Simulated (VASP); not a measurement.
A run of VASP 6.6.1:

File INCAR:

```
SYSTEM = TiRh
PREC     = Accurate       ! precision mode
ENCUT    = 600            ! plane-wave cutoff, eV
EDIFF    = 1E-6           ! SCF threshold, eV
ISMEAR   = 1              ! smearing method
SIGMA    = 0.05           ! smearing width, eV
LREAL    = .FALSE.        ! projectors in reciprocal space
LASPH    = .TRUE.         ! aspherical terms in the spheres
NELM     = 60             ! most SCF steps
ALGO     = Normal         ! electronic algorithm
ISIF     = 3              ! what is computed and relaxed
LWAVE    = .FALSE.        ! write WAVECAR
LCHARG   = .FALSE.        ! write CHGCAR
GGA      = PS             ! functional
IBRION   = 2              ! ionic algorithm
NSW      = 80             ! ionic steps
EDIFFG   = -0.02          ! ionic threshold
```

File KPOINTS:

```
Automatic mesh
0
G
  13 13 13
  0 0 0
```

The input POSCAR:

```
TiRh
1.0
    3.1152000000      0.0000000000      0.0000000000
    0.0000000000      3.1152000000      0.0000000000
    0.0000000000      0.0000000000      3.1152000000
Ti Rh
1 1
Direct
    0.5000000000      0.5000000000      0.5000000000
    0.0000000000      0.0000000000      0.0000000000
```

Potentials or basis: VASP PAW PBE potentials, release 64 (Ti_sv, Rh_pv).

Command:

```bash
$ cat potpaw_PBE.64/Ti_sv/POTCAR potpaw_PBE.64/Rh_pv/POTCAR > POTCAR
$ mpirun -np 1 vasp_std > vasp.out
```

Hardware: 1 thread of AMD EPYC 9R45 96-Core Processor (Zen 5), with other jobs on the host.

Task: Estimate the wall time of this run.

Result: Wall time 82 s on 1 thread of AMD EPYC 9R45 96-Core Processor (Zen 5) (shared host), peak memory 0.18 GiB. Counts: scf iterations 37, k points 84, ion steps 3.
